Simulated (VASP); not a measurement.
Set up this calculation in VASP 6.6.1, as the native input.

```
Task                   : relaxation of cell and atoms
Functional             : PBE
Potentials or basis    : VASP PAW PBE potentials, release 64 (Tl_d)
Cutoff                 : 600 eV
k mesh                 : 14 × 14 × 14
Occupations            : fermi-dirac, width 0.08 eV
Spin                   : no spin polarisation
Dipole correction      : no
Further INCAR settings : ALGO = Normal; EDIFF = 1e-07; IBRION = 2; EDIFFG = -0.005; NSW = 100; ISIF = 3
```

The structure of Tl lies in POSCAR:

```
Tl
1.0
    0.0000000000      2.3065423871      2.3065423871
    2.3065423871      0.0000000000      2.3065423871
    2.3065423871      2.3065423871      0.0000000000
Tl
1
Direct
    0.0000000000      0.0000000000      0.0000000000
```

This isn't the form of Tl at room conditions, which is hcp.

These files were run (other wordings do the same):

INCAR

```
PREC     = Accurate       # precision mode
ENCUT    = 600            # plane-wave cutoff, eV
EDIFF    = 1E-7           # SCF threshold, eV
ISMEAR   = -1             # smearing method
SIGMA    = 0.08           # smearing width, eV
LREAL    = False          # projectors in reciprocal space
LASPH    = True           # aspherical terms in the spheres
NELM     = 80             # most SCF steps
ALGO     = Normal         # electronic algorithm
ISIF     = 3              # what is computed and relaxed
LWAVE    = False          # write WAVECAR
LCHARG   = False          # write CHGCAR
GGA      = PE             # functional
IBRION   = 2              # ionic algorithm
NSW      = 100            # ionic steps
EDIFFG   = -0.005         # ionic threshold
```

KPOINTS

```
Automatic mesh
0
Gamma
  14 14 14
```

Potentials or basis: VASP PAW PBE potentials, release 64 (Tl_d).

Launch:

```sh
$ cat potpaw_PBE.64/Tl_d/POTCAR > POTCAR
$ mpirun -np 1 vasp_std > vasp.out
```

It gave:

```json
{
 "Relaxed volume": "31.15 Å³/atom",
 "Relaxed cell": "a = 3.532 Å, b = 3.532 Å, c = 3.532 Å, α = 60.00°, β = 60.00°, γ = 60.00°",
 "Space group after relaxing (to 0.1 Å)": "Fm-3m (No. 225)",
 "Energy gained by relaxing": "196.6 meV/atom",
 "Ionic steps": "4",
 "Pressure after relaxing": "0.0 GPa",
 "Band gap on the k mesh": "zero (an odd number of electrons rules out a gap without spin polarisation)"
}
```

Caveat: the volume moved by over 15 % at a fixed basis, so the end points are rough; spin-orbit coupling is left out, which moves the levels of the heavy elements.

Wall time 110 s on 1 thread of Intel Xeon 8259CL, with other jobs on the host, peak memory 0.19 GiB.
